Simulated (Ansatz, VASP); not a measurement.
# TaOF in VASP and in Ansatz

```
Ta O F
1.0
     2.98631    0.00000    0.00000
     0.00000    2.98631    0.00000
     0.00000    0.00000    4.18559
Ta O F
1 1 1
Direct
  0.00000 0.00000 0.00000
  0.50000 0.50000 0.00000
  0.00000 0.00000 0.50000
```

Change from the starting cell: species swapped into the TiOF type (P4/mmm, No. 123).

Alike in both runs: functional PBE; k mesh 6 × 6 × 4; occupations gaussian, width 0.1 eV; no spin polarisation.

Ansatz relaxed the structure, and its values are those at the end. VASP's run is a single point on that final structure, the one shown.

|  | VASP | Ansatz |
| --- | --- | --- |
| version | VASP 6.6.1 | Ansatz 0.2.0 |
| potentials or method | VASP PAW PBE potentials, release 64 (Ta_pv, O, F), cutoff 520 eV | scalar-relativistic, plane waves, PAW |
| valence electrons in the cell | 24 | 26 |

|  | VASP | Ansatz | Ansatz less VASP |
| --- | --- | --- | --- |
| gap on the k mesh at the Fermi level (eV) | none | none | - |
| pressure (GPa) | 0.4 | 0.0 | -0.35 |

A gap of «none» marks a metal or a gap that the smearing closes. VASP's potentials hold 24 valence electrons a cell and Ansatz's 26, so a difference there can come from the potentials and not from the codes.

The k mesh is coarse, so the values compare programs but aren't converged. Neither program's run includes spin-orbit coupling.
